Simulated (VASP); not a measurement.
MoP, 2 atoms in the cell. Symmetry: P-6m2, No. 187, hexagonal system. The conventional cell has a = 3.223 Å, b = 3.223 Å, c = 3.191 Å, α = 90.00°, β = 90.00°, γ = 120.00°. Within 3.2 Å of Mo (site symmetry -6m2) lie 6 P at 2.45 Å and 2 Mo at 3.19 Å. Within 3.2 Å of P (site symmetry -6m2) lie 6 Mo at 2.45 Å and 2 P at 3.19 Å. 

```yaml
Program: VASP 6.6.1
Task: relaxation of cell and atoms
Functional: PBEsol
Potentials_or_basis: VASP PAW PBE potentials, release 64 (Mo_sv, P)
Cutoff: 500 eV
k_mesh: 18 × 18 × 14
Occupations: gaussian, width 0.1 eV
Spin: no spin polarisation
Dipole_correction: no
Further_INCAR_settings: ALGO = Normal; EDIFF = 1e-07; IBRION = 2; EDIFFG = -0.005; NSW = 100; ISIF = 3
```

Potentials or basis: VASP PAW PBE potentials, release 64 (Mo_sv, P).

Command:

```sh
$ cat potpaw_PBE.64/Mo_sv/POTCAR potpaw_PBE.64/P/POTCAR > POTCAR
$ mpirun -np 1 vasp_std > vasp.out
```

Hardware: 1 thread of Intel(R) Xeon(R) Platinum 8488C (Sapphire Rapids), with other jobs on the host.

Question: How long does it take, and how much memory?

Answer: Run time: 2.1 min on 1 thread of Intel(R) Xeon(R) Platinum 8488C (Sapphire Rapids), on a shared host, peak memory 0.24 GiB. Counts: scf iterations 46, k points 296, ion steps 5.
